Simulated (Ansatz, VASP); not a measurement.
## FeGe in VASP and in Ansatz

Contents of POSCAR:

```
FeGe
1.0
    3.0161744220      0.0000000000      0.0000000000
    0.0000000000      3.0161744220      0.0000000000
    0.0000000000      0.0000000000      3.0161744220
Fe Ge
1 1
Direct
    0.0000000000      0.0000000000      0.0000000000
    0.4633440200      0.4507515000      0.4535288900
```

File INCAR.step1:

```
SYSTEM = FeGe
PREC = Accurate
ENCUT = 520
ISMEAR = 0
SIGMA = 0.05
LREAL = .False.
LASPH = .True.
NELM = 150
ISPIN = 2
MAGMOM = 4 0
LMAXMIX = 4
NBANDS = 22
GGA = PE
ALGO = Normal
EDIFF = 1E-4
LWAVE = .True.
LCHARG = .False.
```

INCAR.step2

```
SYSTEM = FeGe
PREC = Accurate
ENCUT = 520
EDIFF = 1E-6
ISMEAR = 0
SIGMA = 0.05
LREAL = .False.
LASPH = .True.
NELM = 150
ALGO = Normal
ISIF = 2
LWAVE = .False.
LCHARG = .False.
ISPIN = 2
MAGMOM = 4 0
LORBIT = 11
LMAXMIX = 4
METAGGA = R2SCAN
LMIXTAU = .True.
NBANDS = 22
ISTART = 1
```

File KPOINTS:

```
regular mesh
0
Gamma
  3 3 3
  0 0 0
```

Input for Ansatz:

```yaml
crystal:
  lattice:
    - [3.016174422, 0.0, 0.0]
    - [0.0, 3.016174422, 0.0]
    - [0.0, 0.0, 3.016174422]
  atoms:
    - { symbol: Fe, position: [0.0, 0.0, 0.0], spin: 4.0 }
    - { symbol: Ge, position: [0.46334402, 0.4507515, 0.45352889], spin: 0.0 }
kpoints:
  mp_grid: { grid: [3, 3, 3], shift: [0, 0, 0] }
hamiltonian:
  xc: r2scan
  dispersion: none
  pseudopotentials: { kind: paw }
scf:
  occupations: { method: gaussian, width: "0.05 eV" }
magnetization:
  spin_polarized: true
```

Alike in both runs: task single point; functional r2SCAN; k mesh 3 × 3 × 3; collinear spin.

|  | VASP | Ansatz |
| --- | --- | --- |
| version | VASP 6.6.1 | Ansatz development build ahead of 0.2.0 |
| potentials or method | VASP PAW PBE potentials, release 64 (Fe, Ge_d) | PAW (an earlier, plane waves, scalar-relativistic |
| plane-wave cutoff (eV) | 520 | 1230 |
| occupations | gaussian, width 0.05 eV | gaussian |

Ansatz gave:

- net moment per atom (μB): 0.96
- size of the moment on the site where the two differ most (μB): 1.96

Q: What did VASP give for the same quantities?

A: net moment per atom (μB): 0.96; size of the moment on the site where the two differ most (μB): 1.97.

VASP's potentials were made for PBE, not for r2SCAN. Site moments also hang on the region over which each program counts them. Ansatz's warnings: stability check not made.

The k mesh is coarse, so the values compare programs but aren't converged.
